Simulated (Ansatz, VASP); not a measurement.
## One calculation of BaF2, two programs

POSCAR

```
BaF2
1.0
    0.0000000000      3.0658771516      3.0658771516
    3.0658771516      0.0000000000      3.0658771516
    3.0658771516      3.0658771516      0.0000000000
Ba F
1 2
Direct
    0.0000000000      0.0000000000      0.0000000000
    0.2500000000      0.2500000000      0.2500000000
    0.7500000000      0.7500000000      0.7500000000
```

INCAR.step1

```
PREC = Accurate ; ENCUT = 660
ISMEAR = 0 ; SIGMA = 0.01
LREAL = False ; LASPH = True
NELM = 120 ; NBANDS = 19
GGA = PE ; ALGO = Normal
EDIFF = 1E-5 ; LWAVE = True
LCHARG = False ; GGA_COMPAT = False
```

The input INCAR.step2:

```
PREC = Accurate ; ENCUT = 660
EDIFF = 1E-6 ; ISMEAR = 0
SIGMA = 0.01 ; LREAL = False
LASPH = True ; NELM = 120
ALGO = Normal ; ISIF = 2
LWAVE = False ; LCHARG = False
METAGGA = R2SCAN ; LMIXTAU = True
NBANDS = 19 ; ISTART = 1
GGA_COMPAT = False
```

File KPOINTS:

```
Automatic mesh
0
Gamma
  6 6 6
```

Input for Ansatz:

```yaml
crystal:
  lattice:
    - [0.0, 3.0658771516, 3.0658771516]
    - [3.0658771516, 0.0, 3.0658771516]
    - [3.0658771516, 3.0658771516, 0.0]
  atoms:
    - { symbol: Ba, position: [0.0, 0.0, 0.0] }
    - { symbol: F, position: [0.25, 0.25, 0.25] }
    - { symbol: F, position: [0.75, 0.75, 0.75] }
kpoints:
  mp_grid: { grid: [6, 6, 6] }
hamiltonian:
  xc: r2scan
scf:
  occupations: { method: fixed }
  n_extra_bands: 4
output:
  forces: true
  stress: true
  eigenvalues: true
```

Alike in both runs: task single point; functional r2SCAN; k mesh 6 × 6 × 6; no spin polarisation.

|  | VASP | Ansatz |
| --- | --- | --- |
| version | VASP 6.6.1 | Ansatz 0.2.0 |
| potentials or method | VASP PAW PBE potentials, release 64 (Ba_sv, F) | plane waves, PAW |
| plane-wave cutoff (eV) | 660 | 500 |
| occupations | gaussian, width 0.01 eV | fixed |
| valence electrons in the cell | 24 | 24 |

|  | VASP | Ansatz | Ansatz less VASP |
| --- | --- | --- | --- |
| gap on the k mesh at the Fermi level (eV) | 7.49 | 7.57 | +0.083 |
| pressure (GPa) | 3.1 | 2.0 | -1.04 |

VASP's potentials were made for PBE, not for r2SCAN.

Neither program's run includes spin-orbit coupling.
